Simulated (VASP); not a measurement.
# MoS2 in VASP: notebook

MoS2 is run at these levels: PBE exchange alone, LDA, RPBE, PBE; tasks: single point, relaxation of cell and atoms.

Program: VASP 6.6.1. These are calculated values, not measurements. Logs are shortened: lines on timing, memory, paths and dates and some standing lists are left out, and cuts for length are marked.

## Step 1: The cell of the first run

The cell holds a slab with vacuum, 6 atoms: a = 3.185 Å, b = 3.185 Å, c = 21.671 Å, α = 90.00°, β = 90.00°, γ = 120.00°.

## Step 2: Single point, PBE exchange alone

Contents of INCAR:

```
SYSTEM = MoS2
AGGAC = 0.0
ALDAC = 0.0
ALGO = Normal
EDIFF = 1E-7
ENCUT = 520
GGA = PE
ISIF = 2
ISMEAR = -1
LASPH = .True.
LCHARG = .False.
LREAL = .False.
LWAVE = .False.
NBANDS = 35
NELM = 80
PREC = Accurate
SIGMA = 0.05
```

Contents of KPOINTS:

```
k-points
0
Gamma
  10 10 2
  0 0 0
```

Contents of POSCAR:

```
MoS2
1.0
    3.1845414560      0.0000000000      0.0000000000
   -1.5922707280      2.7578938003      0.0000000000
    0.0000000000      0.0000000000     21.6705347200
Mo S
2 4
Direct
    0.3333333333      0.6666666667      0.8511602300
    0.6666666667      0.3333333333      0.1488397700
    0.6666666667      0.3333333333      0.7796253900
    0.3333333333      0.6666666667      0.0772510000
    0.6666666667      0.3333333333      0.9227490000
    0.3333333333      0.6666666667      0.2203746100
```

Potentials or basis: VASP PAW PBE potentials, release 64 (Mo_sv, S).

The run is started by

```bash
$ cat potpaw_PBE.64/Mo_sv/POTCAR potpaw_PBE.64/S/POTCAR > POTCAR
$ mpirun -np 1 vasp_std > vasp.out
```

OUTCAR:

```text
SYSTEM = MoS2
   EDIFF = 1E-7
   ENCUT = 520
   GGA = PE
   ISIF = 2
   ISMEAR = -1
   LASPH = .True.
   LREAL = .False.
   NELM = 80
   PREC = Accurate

 ion  position               nearest neighbor table
   1  0.333  0.667  0.851-   3 2.40   3 2.40   3 2.40   5 2.41   5 2.41   5 2.41
   2  0.667  0.333  0.149-   6 2.40   6 2.40   6 2.40   4 2.41   4 2.41   4 2.41
   3  0.667  0.333  0.780-   1 2.40   1 2.40   1 2.40
   4  0.333  0.667  0.077-   2 2.41   2 2.41   2 2.41
   5  0.667  0.333  0.923-   1 2.41   1 2.41   1 2.41
   6  0.333  0.667  0.220-   2 2.40   2 2.40   2 2.40

  LATTYP: Found a hexagonal cell.
 ALAT       =     3.1845414560
 C/A-ratio  =     6.8049152506

  Lattice vectors:

 A1 = (   3.1845414560,   0.0000000000,   0.0000000000)
 A2 = (  -1.5922707280,   2.7578938003,   0.0000000000)
 A3 = (   0.0000000000,   0.0000000000,  21.6705347200)

Analysis of symmetry for initial positions (statically):
=====================================================================
 Subroutine PRICEL returns:
 Original cell was already a primitive cell.

 Routine SETGRP: Setting up the symmetry group for a
 hexagonal supercell.

 Subroutine GETGRP returns: Found 12 space group operations
 (whereof 12 operations were pure point group operations)
 out of a pool of 24 trial point group operations.

The static configuration has the point symmetry D_3d.

Analysis of symmetry for dynamics (positions and initial velocities):
=====================================================================
 Subroutine PRICEL returns:
 Original cell was already a primitive cell.

 Routine SETGRP: Setting up the symmetry group for a
 hexagonal supercell.

 Subroutine GETGRP returns: Found 12 space group operations
 (whereof 12 operations were pure point group operations)
 out of a pool of 24 trial point group operations.

The dynamic configuration has the point symmetry D_3d.

 Subroutine INISYM returns: Found 12 space group operations
 (whereof 12 operations are pure point group operations),
 and found     1 'primitive' translations

----------------------------------------------------------------------------------------

                                     Primitive cell

  volume of cell :     190.3242

  direct lattice vectors                    reciprocal lattice vectors
     3.184541456  0.000000000  0.000000000     0.314016952  0.181297771  0.000000000
    -1.592270728  2.757893800  0.000000000     0.000000000  0.362595543  0.000000000
     0.000000000  0.000000000 21.670534720     0.000000000  0.000000000  0.046145608

  length of vectors
     3.184541456  3.184541456 21.670534720     0.362595543  0.362595543  0.046145608

  position of ions in fractional coordinates (direct lattice)
     0.333333333  0.666666667  0.851160230
     0.666666667  0.333333333  0.148839770
     0.666666667  0.333333333  0.779625390
     0.333333333  0.666666667  0.077251000
     0.666666667  0.333333333  0.922749000
     0.333333333  0.666666667  0.220374610

  ion indices of the primitive-cell ions
   primitive index   ion index
                 1           1
                 2           2
                 3           3
                 4           4
                 5           5
                 6           6

----------------------------------------------------------------------------------------

 KPOINTS: k-points

Automatic generation of k-mesh.
 Grid dimensions read from file:
 generate k-points for:   10   10    2

 Generating k-lattice:

  Cartesian coordinates                     Fractional coordinates (reciprocal lattice)
     0.031401695  0.018129777  0.000000000     0.100000000  0.000000000  0.000000000
     0.000000000  0.036259554  0.000000000     0.000000000  0.100000000  0.000000000
     0.000000000  0.000000000  0.023072804     0.000000000  0.000000000  0.500000000

  Length of vectors
     0.036259554  0.036259554  0.023072804

  Shift w.r.t. Gamma in fractional coordinates (k-lattice)
     0.000000000  0.000000000  0.000000000

 Subroutine IBZKPT returns following result:
 ===========================================

 Found     28 irreducible k-points:

 Following reciprocal coordinates:
            Coordinates               Weight
  0.000000  0.000000  0.000000      1.000000
  0.100000  0.000000  0.000000      6.000000
  0.200000  0.000000  0.000000      6.000000
  0.300000 -0.000000  0.000000      6.000000
  0.400000 -0.000000  0.000000      6.000000
  0.500000 -0.000000  0.000000      3.000000
[... 16 lines left out ...]
  0.300000  0.100000  0.500000     12.000000
  0.400000  0.100000  0.500000     12.000000
 [... further k-points ...]
   k-points           NKPTS =     28   k-points in BZ     NKDIM =     28   number of bands    NBANDS=     35
   number of dos      NEDOS =    301   number of ions     NIONS =      6
   total plane-waves  NPLWV =  93312
   dimension x,y,z NGX =    24 NGY =   24 NGZ =  162
   dimension x,y,z NGXF=    48 NGYF=   48 NGZF=  324
   ions per type =               2   4
   NGX,Y,Z   is equivalent  to a cutoff of  12.53, 12.53, 12.43 a.u.
   NGXF,Y,Z  is equivalent  to a cutoff of  25.06, 25.06, 24.86 a.u.
 SYSTEM =  MoS2
   PREC   = accura    normal or accurate (medium, high low for compatibility)
   ISTART =      0    job   : 0-new  1-cont  2-samecut
   ICHARG =      2    charge: 1-file 2-atom 10-const
   ISPIN  =      1    spin polarized calculation?
   LNONCOLLINEAR =      F non collinear calculations
   LSORBIT =      F    spin-orbit coupling
   LASPH  =      T    aspherical Exc in radial PAW
   ENCUT  =  520.0 eV  38.22 Ry    6.18 a.u.   5.92  5.92 40.29*2*pi/ulx,y,z
   NELM   =     80;   NELMIN=  2; NELMDL= -5     # of ELM steps
   EDIFF  = 0.1E-06   stopping-criterion for ELM
   LREAL  =      F    real-space projection
   EDIFFG = 0.1E-05   stopping-criterion for IOM
   NSW    =      0    number of steps for IOM
   IBRION =     -1    ionic relax: 0-MD 1-quasi-New 2-CG
   NFREE  =      0    steps in history (QN), initial steepest desc. (CG)
   ISIF   =      2    stress and relaxation
   ISYM   =      2    0-nonsym 1-usesym 2-fastsym
   POTIM  = 0.5000    time-step for ionic-motion
   TEBEG  =    0.0;   TEEND  =   0.0 temperature during run
   PSTRESS=    0.0 pullay stress
   NELECT =      52.0000    total number of electrons
   NUPDOWN=      -1.0000    fix difference up-down
   EMIN   =  10.00;   EMAX   =-10.00  energy-range for DOS
   EFERMI =   0.00;   METHOD = LEGACY
   ISMEAR =    -1;   SIGMA  =   0.05  broadening in eV -4-tet -1-fermi 0-gaus
   EFERMI_NEDOS =   21; number of points for ismear=-14 and -15
   IALGO  =     38    algorithm
   IMIX   =      4    mixing-type and parameters
     AMIX     =   0.40;   BMIX     =  1.00
     AMIX_MAG =   1.60;   BMIX_MAG =  1.00
  volume/ion in A,a.u.               =      31.72       214.06
  Fermi-wavevector in a.u.,A,eV,Ry     =   1.062294  2.007444 15.353737  1.128468
  Thomas-Fermi vector in A             =   2.197739
   LORBIT       =      0    0 simple, 1 ext, 2 COOP (PROOUT), +10 PAW based schemes
   GGA     = PE    functional components
   LHFCALC =     F    Hartree Fock is set to
   AEXX    =    0.0000 exact exchange contribution
   IVDW    =     0    specifies the selected vdW correction
   LEPSILON=     F    determine dielectric tensor
   LRPA    =     F    only Hartree local field effects (RPA)
 non-spin polarized calculation
  energy-cutoff  :      520.00
  volume of cell :      190.32
 maximum number of plane-waves:      5172
 NGX is ok and might be reduce to    24
   NGX = 11   NGY = 11   NGZ = 81

 number of electron      51.9999999 magnetization

 Free energy of the ion-electron system (eV)
  ---------------------------------------------------
  ext. energy  EPLUGINS =         0.00000000
  ---------------------------------------------------
  free energy    TOTEN  =       -33.29634973 eV

  energy without entropy =      -33.29634963  energy(sigma->0) =      -33.29634968

 E-fermi :   3.5497     XC(G=0):  -5.7091

 val. band max:        2.9064754889   @ k =   0.0000   0.0000   0.0000
 cond. band min:       4.3053940862   @ k =   0.3000   0.3000   0.0000
 fundamental gap:      1.3989185973
 Fermi energy:         3.5496665833

 k-point     1 :       0.0000    0.0000    0.0000
  band No.  band energies     occupation
      1     -58.2994      2.00000
      2     -58.2994      2.00000
      3     -32.4443      2.00000
      4     -32.4443      2.00000
      5     -32.2597      2.00000
      6     -32.2597      2.00000
[... 27 lines left out ...]
     34       5.5731      0.00000
     35       6.9394      0.00000

 k-point     2 :       0.1000    0.0000    0.0000
  band No.  band energies     occupation
      1     -58.2959      2.00000
      2     -58.2959      2.00000
      3     -32.4372      2.00000
      4     -32.4372      2.00000
      5     -32.2957      2.00000
      6     -32.2957      2.00000
[... 27 lines left out ...]
     34       5.5734      0.00000
     35       7.1574      0.00000

 k-point     3 :       0.2000    0.0000    0.0000
  band No.  band energies     occupation
      1     -58.2866      2.00000
      2     -58.2866      2.00000
      3     -32.4187      2.00000
      4     -32.4187      2.00000
      5     -32.3890      2.00000
      6     -32.3890      2.00000
[... 27 lines left out ...]
     34       6.1079      0.00000
     35       7.7360      0.00000

 k-point     4 :       0.3000   -0.0000    0.0000
  band No.  band energies     occupation
      1     -58.2751      2.00000
      2     -58.2751      2.00000
      3     -32.5024      2.00000
      4     -32.5024      2.00000
      5     -32.3957      2.00000
      6     -32.3957      2.00000
[... 27 lines left out ...]
     34       6.5827      0.00000
     35       8.6241      0.00000

 k-point     5 :       0.4000   -0.0000    0.0000
  band No.  band energies     occupation
      1     -58.2658      2.00000
      2     -58.2658      2.00000
      3     -32.5927      2.00000
      4     -32.5927      2.00000
      5     -32.3771      2.00000
      6     -32.3771      2.00000
[... 638 lines left out ...]
 k-point    22 :       0.2000    0.1000    0.5000
  band No.  band energies     occupation
      1     -58.2791      2.00000
      2     -58.2791      2.00000
      3     -32.4547      2.00000
      4     -32.4547      2.00000
      5     -32.4037      2.00000
      6     -32.4037      2.00000
[... 27 lines left out ...]
     34       6.6225      0.00000
     35       8.2947      0.00000

 k-point    23 :       0.3000    0.1000    0.5000
  band No.  band energies     occupation
      1     -58.2687      2.00000
      2     -58.2687      2.00000
      3     -32.5499      2.00000
      4     -32.5499      2.00000
      5     -32.3828      2.00000
      6     -32.3828      2.00000
[... 27 lines left out ...]
     34       6.9474      0.00000
     35       9.3087      0.00000

 k-point    24 :       0.4000    0.1000    0.5000
  band No.  band energies     occupation
      1     -58.2622      2.00000
      2     -58.2622      2.00000
      3     -32.6080      2.00000
      4     -32.6080      2.00000
      5     -32.3699      2.00000
      6     -32.3699      2.00000
[... 27 lines left out ...]
     34       6.9086      0.00000
     35       9.0439      0.00000

 [... further k-points ...]

------------------------ aborting loop because EDIFF is reached ----------------------------------------

  FORCE on cell =-STRESS in cart. coord.  units (eV):
  Direction    XX          YY          ZZ          XY          YZ          ZX
  --------------------------------------------------------------------------------------
  -------------------------------------------------------------------------------------
  Total       12.2928490     12.2928490     10.4020985     -0.0000000      0.0000000      0.0000000
  in kB      103.4830112    103.4830112     87.5663947     -0.0000000      0.0000000      0.0000000
  external PRESSURE =      98.1774724 kB  Pullay stress =       0.0000000 kB

 VOLUME and BASIS-vectors are now :
 -----------------------------------------------------------------------------
  energy-cutoff  :      520.00
  volume of cell :      190.32
      direct lattice vectors                 reciprocal lattice vectors
     3.184541456  0.000000000  0.000000000     0.314016952  0.181297771  0.000000000
    -1.592270728  2.757893800  0.000000000     0.000000000  0.362595543  0.000000000
     0.000000000  0.000000000 21.670534720     0.000000000  0.000000000  0.046145608

 POSITION                                       TOTAL-FORCE (eV/Angst)
 -----------------------------------------------------------------------------------
     -0.00000      1.83860     18.44510         0.000000     -0.000000     -0.014055
      1.59227      0.91930      3.22544        -0.000000      0.000000      0.014055
      1.59227      0.91930     16.89490         0.000000      0.000000     -1.544132
     -0.00000      1.83860      1.67407        -0.000000      0.000000     -1.305962
      1.59227      0.91930     19.99646         0.000000     -0.000000      1.305962
     -0.00000      1.83860      4.77564        -0.000000     -0.000000      1.544132
 -----------------------------------------------------------------------------------
    total drift:                                0.000000     -0.000000      0.000000

  FREE ENERGIE OF THE ION-ELECTRON SYSTEM (eV)
  ---------------------------------------------------
  free  energy   TOTEN  =       -33.2963497308 eV

  energy  without entropy=      -33.2963496312  energy(sigma->0) =      -33.29634968
```

It took 8.5 min on 1 thread of AMD EPYC 7R13, shared host; peak memory 0.35 GiB.

Results:

- Free energy: -33.2963 eV
- Largest force: 1.544 eV/Å
- Band gap on the k mesh: 1.40 eV (least direct gap 1.89 eV)

Forces on the atoms (eV/Å):
```
Mo   0.000  0.000 -0.014
Mo   0.000  0.000  0.014
S    0.000  0.000 -1.544
S    0.000  0.000 -1.306
S    0.000  0.000  1.306
S    0.000  0.000  1.544
```

## Step 3: Single point, PBE exchange alone

This run uses another cell than the first one.

Contents of INCAR:

```
  AGGAC = 0.0
  ALDAC = 0.0
  ALGO = Normal
  EDIFF = 1E-7
  ENCUT = 520
  GGA = PE
  ISIF = 2
  ISMEAR = -1
  LASPH = T
  LCHARG = F
  LREAL = F
  LWAVE = F
  NBANDS = 35
  NELM = 60
  PREC = Accurate
  SIGMA = 0.05
```

Contents of KPOINTS:

```
k-points
0
Gamma
  10 10 2
```

POSCAR: that of step 2 with these lines changed.

```diff
@@ -2,5 +2,5 @@
 1.0
-    3.1845414560      0.0000000000      0.0000000000
-   -1.5922707280      2.7578938003      0.0000000000
-    0.0000000000      0.0000000000     21.6705347200
+    3.2056317491      0.0000000000      0.0000000000
+   -1.6028158746      2.7761585299      0.0000000000
+    0.0000000000      0.0000000000     21.8140523775
 Mo S
```

Potentials or basis: VASP PAW PBE potentials, release 64 (Mo_sv, S).

The run is started by

```bash
$ cat potpaw_PBE.64/Mo_sv/POTCAR potpaw_PBE.64/S/POTCAR > POTCAR
$ mpirun -np 1 vasp_std > vasp.out
```

It took 6.8 min on 1 thread of AMD EPYC 7R13, shared host; peak memory 0.35 GiB.

It converged, with:

```yaml
Free_energy: -33.5082 eV
Largest_force: 1.205 eV/Å
Band_gap_on_the_k_mesh: 1.37 eV (least direct gap 1.84 eV)
```

Forces in eV/Å, atoms in the order of the input:
```
Mo   0.000  0.000 -0.013
Mo   0.000  0.000  0.013
S    0.000  0.000 -1.205
S    0.000  0.000 -0.981
S    0.000  0.000  0.981
S    0.000  0.000  1.205
```

Levels at points of the mesh, in eV from the valence-band top:
```tsv
k point	band 22	band 23	band 24	band 25	band 26	band 27	band 28	band 29	band 30	band 31
(0.00, 0.00, 0.00)	-1.87	-1.87	-1.71	-0.46	0.00	2.35	2.35	2.36	2.36	2.55
(0.50, 0.00, 0.00)	-2.16	-1.39	-1.35	-0.92	-0.89	1.79	1.80	2.26	2.34	3.34
(0.00, 0.00, 0.50)	-1.87	-1.87	-1.71	-0.46	0.00	2.35	2.35	2.36	2.36	2.55
(0.50, 0.00, 0.50)	-2.16	-1.39	-1.35	-0.92	-0.89	1.79	1.80	2.26	2.34	3.34
```

[end of part 1 of 2]
